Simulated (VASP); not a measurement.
# NaI (P6_3mc) in VASP: single point with r2SCAN

Aim: the single point of NaI with r2SCAN.

Program: VASP 6.6.1. These are calculated values, not measurements. Logs are shortened: lines on timing, memory, paths and dates and some standing lists are left out, and cuts for length are marked.

## (1) The cell of the first run

The typed cell holds 4 atoms: a = 5.523 Å, b = 5.523 Å, c = 6.586 Å, α = 90.00°, β = 90.00°, γ = 120.00°.

## (2) Single point, r2SCAN (43.49 Å³/atom)

File POSCAR:

```
NaI
1.0
    5.5227248458      0.0000000000      0.0000000000
   -2.7613624229      4.7828200146      0.0000000000
    0.0000000000      0.0000000000      6.5858309755
Na I
2 2
Direct
    0.3333333333      0.6666666667     -0.0625516429
    0.6666666667      0.3333333333      0.4374483571
    0.3333333333      0.6666666667      0.4375516429
    0.6666666667      0.3333333333      0.9375516429
```

File INCAR.step1:

```
SYSTEM = NaI
ALGO = Normal
EDIFF = 1E-4
ENCUT = 520
GGA = PE
ISMEAR = 0
LASPH = .True.
LCHARG = .False.
LREAL = .False.
LWAVE = .True.
NBANDS = 22
NELM = 80
PREC = Accurate
SIGMA = 0.01
```

File INCAR.step2:

```
SYSTEM = NaI
ALGO = Normal
EDIFF = 1E-6
ENCUT = 520
ISIF = 2
ISMEAR = 0
ISTART = 1
LASPH = .True.
LCHARG = .False.
LMIXTAU = .True.
LREAL = .False.
LWAVE = .False.
METAGGA = R2SCAN
NBANDS = 22
NELM = 80
PREC = Accurate
SIGMA = 0.01
```

File KPOINTS:

```
k-points
0
Gamma
  6 6 4
  0 0 0
```

Potentials or basis: VASP PAW PBE potentials, release 64 (Na_pv, I).

On the command line:

```sh
> cat potpaw_PBE.64/Na_pv/POTCAR potpaw_PBE.64/I/POTCAR > POTCAR
> cp INCAR.step1 INCAR
> mpirun -np 1 vasp_std > vasp.out
> cp INCAR.step2 INCAR
> mpirun -np 1 vasp_std > vasp.out
```

OUTCAR:

```text
SYSTEM = NaI
   EDIFF = 1E-6
   ENCUT = 520
   ISIF = 2
   ISMEAR = 0
   ISTART = 1
   LASPH = .True.
   LREAL = .False.
   METAGGA = R2SCAN
   NELM = 80
   PREC = Accurate

 ion  position               nearest neighbor table
   1  0.333  0.667  0.937-
   2  0.667  0.333  0.437-
   3  0.333  0.667  0.438-
   4  0.667  0.333  0.938-

  LATTYP: Found a hexagonal cell.
 ALAT       =     5.5227248458
 C/A-ratio  =     1.1924966677

  Lattice vectors:

 A1 = (   5.5227248458,   0.0000000000,   0.0000000000)
 A2 = (  -2.7613624229,   4.7828200146,   0.0000000000)
 A3 = (   0.0000000000,   0.0000000000,   6.5858309755)

Analysis of symmetry for initial positions (statically):
=====================================================================
 Subroutine PRICEL returns:
 Original cell was already a primitive cell.

 Routine SETGRP: Setting up the symmetry group for a
 hexagonal supercell.

 Subroutine GETGRP returns: Found 12 space group operations
 (whereof  6 operations were pure point group operations)
 out of a pool of 24 trial point group operations.

The static configuration has the point symmetry C_3v.
 The point group associated with its full space group is C_6v.

Analysis of symmetry for dynamics (positions and initial velocities):
=====================================================================
 Subroutine PRICEL returns:
 Original cell was already a primitive cell.

 Routine SETGRP: Setting up the symmetry group for a
 hexagonal supercell.

 Subroutine GETGRP returns: Found 12 space group operations
 (whereof  6 operations were pure point group operations)
 out of a pool of 24 trial point group operations.

The dynamic configuration has the point symmetry C_3v.
 The point group associated with its full space group is C_6v.

 Subroutine INISYM returns: Found 12 space group operations
 (whereof  6 operations are pure point group operations),
 and found     1 'primitive' translations

----------------------------------------------------------------------------------------

                                     Primitive cell

  volume of cell :     173.9594

  direct lattice vectors                    reciprocal lattice vectors
     5.522724846  0.000000000  0.000000000     0.181070038  0.104540835  0.000000000
    -2.761362423  4.782820015  0.000000000     0.000000000  0.209081671  0.000000000
     0.000000000  0.000000000  6.585830976     0.000000000  0.000000000  0.151841127

  length of vectors
     5.522724846  5.522724846  6.585830976     0.209081671  0.209081671  0.151841127

  position of ions in fractional coordinates (direct lattice)
     0.333333333  0.666666667  0.937448357
     0.666666667  0.333333333  0.437448357
     0.333333333  0.666666667  0.437551643
     0.666666667  0.333333333  0.937551643

  ion indices of the primitive-cell ions
   primitive index   ion index
                 1           1
                 2           2
                 3           3
                 4           4

----------------------------------------------------------------------------------------

 KPOINTS: k-points

Automatic generation of k-mesh.
 Grid dimensions read from file:
 generate k-points for:    6    6    4

 Generating k-lattice:

  Cartesian coordinates                     Fractional coordinates (reciprocal lattice)
     0.030178340  0.017423473  0.000000000     0.166666667  0.000000000  0.000000000
     0.000000000  0.034846945  0.000000000     0.000000000  0.166666667  0.000000000
     0.000000000  0.000000000  0.037960282     0.000000000  0.000000000  0.250000000

  Length of vectors
     0.034846945  0.034846945  0.037960282

  Shift w.r.t. Gamma in fractional coordinates (k-lattice)
     0.000000000  0.000000000  0.000000000

 Subroutine IBZKPT returns following result:
 ===========================================

 Found     21 irreducible k-points:

 Following reciprocal coordinates:
            Coordinates               Weight
  0.000000  0.000000  0.000000      1.000000
  0.166667  0.000000  0.000000      6.000000
  0.333333  0.000000  0.000000      6.000000
  0.500000  0.000000  0.000000      3.000000
  0.166667  0.166667  0.000000      6.000000
  0.333333  0.166667  0.000000     12.000000
[... 13 lines left out ...]
  0.333333  0.166667  0.500000     12.000000
  0.333333  0.333333  0.500000      2.000000
   k-points           NKPTS =     21   k-points in BZ     NKDIM =     21   number of bands    NBANDS=     22
   number of dos      NEDOS =    301   number of ions     NIONS =      4
   total plane-waves  NPLWV =  88200
   dimension x,y,z NGX =    42 NGY =   42 NGZ =   50
   dimension x,y,z NGXF=    84 NGYF=   84 NGZF=  100
   ions per type =               2   2
   NGX,Y,Z   is equivalent  to a cutoff of  12.64, 12.64, 12.62 a.u.
   NGXF,Y,Z  is equivalent  to a cutoff of  25.29, 25.29, 25.24 a.u.
 SYSTEM =  NaI
   PREC   = accura    normal or accurate (medium, high low for compatibility)
   ISTART =      1    job   : 0-new  1-cont  2-samecut
   ICHARG =      0    charge: 1-file 2-atom 10-const
   ISPIN  =      1    spin polarized calculation?
   LNONCOLLINEAR =      F non collinear calculations
   LSORBIT =      F    spin-orbit coupling
   LASPH  =      T    aspherical Exc in radial PAW
   ENCUT  =  520.0 eV  38.22 Ry    6.18 a.u.  10.27 10.27 12.25*2*pi/ulx,y,z
   NELM   =     80;   NELMIN=  2; NELMDL=  0     # of ELM steps
   EDIFF  = 0.1E-05   stopping-criterion for ELM
   LREAL  =      F    real-space projection
   EDIFFG = 0.1E-04   stopping-criterion for IOM
   NSW    =      0    number of steps for IOM
   IBRION =     -1    ionic relax: 0-MD 1-quasi-New 2-CG
   NFREE  =      0    steps in history (QN), initial steepest desc. (CG)
   ISIF   =      2    stress and relaxation
   ISYM   =      2    0-nonsym 1-usesym 2-fastsym
   POTIM  = 0.5000    time-step for ionic-motion
   TEBEG  =    0.0;   TEEND  =   0.0 temperature during run
   PSTRESS=    0.0 pullay stress
   NELECT =      28.0000    total number of electrons
   NUPDOWN=      -1.0000    fix difference up-down
   EMIN   =  10.00;   EMAX   =-10.00  energy-range for DOS
   EFERMI =   0.00;   METHOD = LEGACY
   ISMEAR =     0;   SIGMA  =   0.01  broadening in eV -4-tet -1-fermi 0-gaus
   EFERMI_NEDOS =   21; number of points for ismear=-14 and -15
   IALGO  =     38    algorithm
   IMIX   =      4    mixing-type and parameters
     AMIX     =   0.40;   BMIX     =  1.00
     AMIX_MAG =   1.60;   BMIX_MAG =  1.00
  volume/ion in A,a.u.               =      43.49       293.48
  Fermi-wavevector in a.u.,A,eV,Ry     =   0.890522  1.682843 10.789829  0.793030
  Thomas-Fermi vector in A             =   2.012224
   LORBIT       =      0    0 simple, 1 ext, 2 COOP (PROOUT), +10 PAW based schemes
   METAGGA = R2SCAN    functional components
   LHFCALC =     F    Hartree Fock is set to
   AEXX    =    0.0000 exact exchange contribution
   IVDW    =     0    specifies the selected vdW correction
   LEPSILON=     F    determine dielectric tensor
   LRPA    =     F    only Hartree local field effects (RPA)
 non-spin polarized calculation
 Gauss-broadening in eV      SIGMA  =   0.01
  energy-cutoff  :      520.00
  volume of cell :      173.96
 maximum number of plane-waves:      4722
 NGX is ok and might be reduce to    42
   NGX = 21   NGY = 21   NGZ = 25

 number of electron      28.0000021 magnetization

 Free energy of the ion-electron system (eV)
  ---------------------------------------------------
  ext. energy  EPLUGINS =         0.00000000
  ---------------------------------------------------
  free energy    TOTEN  =       -61.93949501 eV

  energy without entropy =      -61.93949501  energy(sigma->0) =      -61.93949501

 E-fermi :  -0.9397     XC(G=0):  -6.8884

 val. band max:       -0.9819820412   @ k =   0.0000   0.0000   0.0000
 cond. band min:       3.1259807329   @ k =   0.0000   0.0000   0.0000
 fundamental gap:      4.1079627740
 Fermi energy:        -0.9396885823

 k-point     1 :       0.0000    0.0000    0.0000
  band No.  band energies     occupation
      1     -24.3352      2.00000
      2     -24.3350      2.00000
      3     -24.3341      2.00000
      4     -24.3339      2.00000
      5     -24.3322      2.00000
      6     -24.3294      2.00000
[... 14 lines left out ...]
     21       7.5052      0.00000
     22       7.5054      0.00000

 k-point     2 :       0.1667    0.0000    0.0000
  band No.  band energies     occupation
      1     -24.3353      2.00000
      2     -24.3351      2.00000
      3     -24.3342      2.00000
      4     -24.3340      2.00000
      5     -24.3320      2.00000
      6     -24.3296      2.00000
[... 14 lines left out ...]
     21       7.2221      0.00000
     22       7.8313      0.00000

 k-point     3 :       0.3333    0.0000    0.0000
  band No.  band energies     occupation
      1     -24.3355      2.00000
      2     -24.3354      2.00000
      3     -24.3347      2.00000
      4     -24.3341      2.00000
      5     -24.3316      2.00000
      6     -24.3300      2.00000
[... 14 lines left out ...]
     21       7.5945      0.00000
     22       8.4289      0.00000

 k-point     4 :       0.5000    0.0000    0.0000
  band No.  band energies     occupation
      1     -24.3356      2.00000
      2     -24.3355      2.00000
      3     -24.3350      2.00000
      4     -24.3341      2.00000
      5     -24.3312      2.00000
      6     -24.3303      2.00000
[... 14 lines left out ...]
     21       8.7351      0.00000
     22       8.7915      0.00000

 k-point     5 :       0.1667    0.1667    0.0000
  band No.  band energies     occupation
      1     -24.3354      2.00000
      2     -24.3353      2.00000
      3     -24.3345      2.00000
      4     -24.3341      2.00000
      5     -24.3317      2.00000
      6     -24.3299      2.00000
[... 342 lines left out ...]
 k-point    19 :       0.1667    0.1667    0.5000
  band No.  band energies     occupation
      1     -24.3353      2.00000
      2     -24.3353      2.00000
      3     -24.3348      2.00000
      4     -24.3348      2.00000
      5     -24.3306      2.00000
      6     -24.3306      2.00000
[... 14 lines left out ...]
     21       7.3583      0.00000
     22       7.3583      0.00000

 k-point    20 :       0.3333    0.1667    0.5000
  band No.  band energies     occupation
      1     -24.3357      2.00000
      2     -24.3357      2.00000
      3     -24.3348      2.00000
      4     -24.3348      2.00000
      5     -24.3304      2.00000
      6     -24.3304      2.00000
[... 14 lines left out ...]
     21       7.8534      0.00000
     22       7.8534      0.00000

 k-point    21 :       0.3333    0.3333    0.5000
  band No.  band energies     occupation
      1     -24.3359      2.00000
      2     -24.3359      2.00000
      3     -24.3348      2.00000
      4     -24.3348      2.00000
      5     -24.3304      2.00000
      6     -24.3304      2.00000
[... 14 lines left out ...]
     21       8.0306      0.00000
     22       8.0306      0.00000

------------------------ aborting loop because EDIFF is reached ----------------------------------------

  FORCE on cell =-STRESS in cart. coord.  units (eV):
  Direction    XX          YY          ZZ          XY          YZ          ZX
  --------------------------------------------------------------------------------------
  -------------------------------------------------------------------------------------
  Total       -0.7165356     -0.7165356     -0.8114096      0.0000000      0.0000000      0.0000000
  in kB       -6.5993378     -6.5993378     -7.4731329      0.0000000      0.0000000      0.0000000
  external PRESSURE =      -6.8906028 kB  Pullay stress =       0.0000000 kB

 VOLUME and BASIS-vectors are now :
 -----------------------------------------------------------------------------
  energy-cutoff  :      520.00
  volume of cell :      173.96
      direct lattice vectors                 reciprocal lattice vectors
     5.522724846  0.000000000  0.000000000     0.181070038  0.104540835  0.000000000
    -2.761362423  4.782820015  0.000000000     0.000000000  0.209081671  0.000000000
     0.000000000  0.000000000  6.585830976     0.000000000  0.000000000  0.151841127

 POSITION                                       TOTAL-FORCE (eV/Angst)
 -----------------------------------------------------------------------------------
     -0.00000      3.18855      6.17388        -0.000000     -0.000000      0.014832
      2.76136      1.59427      2.88096         0.000000      0.000000      0.014832
     -0.00000      3.18855      2.88164         0.000000     -0.000000     -0.014832
      2.76136      1.59427      6.17456        -0.000000      0.000000     -0.014832
 -----------------------------------------------------------------------------------
    total drift:                               -0.000000      0.000000      0.059202

  FREE ENERGIE OF THE ION-ELECTRON SYSTEM (eV)
  ---------------------------------------------------
  free  energy   TOTEN  =       -61.9394950101 eV

  energy  without entropy=      -61.9394950101  energy(sigma->0) =      -61.93949501
```

It took 6.7 min on 1 thread of Intel Xeon 8259CL, shared host; peak memory 0.35 GiB.

What came out:

```
Free energy            : -61.9395 eV
Pressure               : -0.7 GPa
Largest force          : 0.015 eV/Å
Band gap on the k mesh : 4.11 eV
```

Forces in eV/Å, atoms in the order of the input:
```
Na   0.000  0.000  0.015
Na   0.000  0.000  0.015
I    0.000  0.000 -0.015
I    0.000  0.000 -0.015
```

Caveat: the PAW data sets were made with another functional, which shifts forces and pressure a little; spin-orbit coupling is left out, which moves the levels of the heavy elements. A k mesh can miss the band edges.
